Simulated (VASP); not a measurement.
Set up this calculation in VASP 6.6.1, as the native input.

| Quantity | Value |
| --- | --- |
| Task | single point |
| Functional | PBE |
| Potentials or basis | VASP PAW PBE potentials, release 64 (Re, Pb_d) |
| Cutoff | 520 eV |
| k mesh | 4 × 4 × 4 |
| Occupations | gaussian, width 0.1 eV |
| Spin | no spin polarisation |
| Dipole correction | no |
| Further INCAR settings | ALGO = Normal; EDIFF = 1e-07; NBANDS = 29 |

The structure of RePb lies in POSCAR:

```
RePb
1.0
    0.0000000000      3.6491910010      3.6491910010
    3.6491910010      0.0000000000      3.6491910010
    3.6491910010      3.6491910010      0.0000000000
Re Pb
2 2
Direct
    0.5000000000      0.5000000000      0.5000000000
    0.7500000000      0.7500000000      0.7500000000
    0.0000000000      0.0000000000      0.0000000000
    0.2500000000      0.2500000000      0.2500000000
```

One way to write it, as run:

INCAR

```
SYSTEM = RePb
  PREC = Accurate
  ENCUT = 520
  EDIFF = 1E-7
  ISMEAR = 0
  SIGMA = 0.1
  LREAL = .False.
  LASPH = .True.
  NELM = 60
  ALGO = Normal
  ISIF = 2
  LWAVE = .False.
  LCHARG = .False.
  GGA = PE
  NBANDS = 29
```

KPOINTS

```
regular mesh
0
Gamma
  4 4 4
  0 0 0
```

Potentials or basis: VASP PAW PBE potentials, release 64 (Re, Pb_d).

Run with:

```sh
$ cat potpaw_PBE.64/Re/POTCAR potpaw_PBE.64/Pb_d/POTCAR > POTCAR
$ mpirun -np 1 vasp_std > vasp.out
```

Results of the run:

The pressure is -17.5 GPa. The band gap on the k mesh is zero (bands 21 and 22 overlap by 0.85 eV).

Caveat: the k points lie up to 0.37 Å⁻¹ apart, too coarse for converged energies and pressures of a metal; spin-orbit coupling is left out, which moves the levels of the heavy elements.

It took 19 s on 1 thread of Intel(R) Xeon(R) 6975P-C (Granite Rapids) (shared host), peak memory 0.24 GiB.
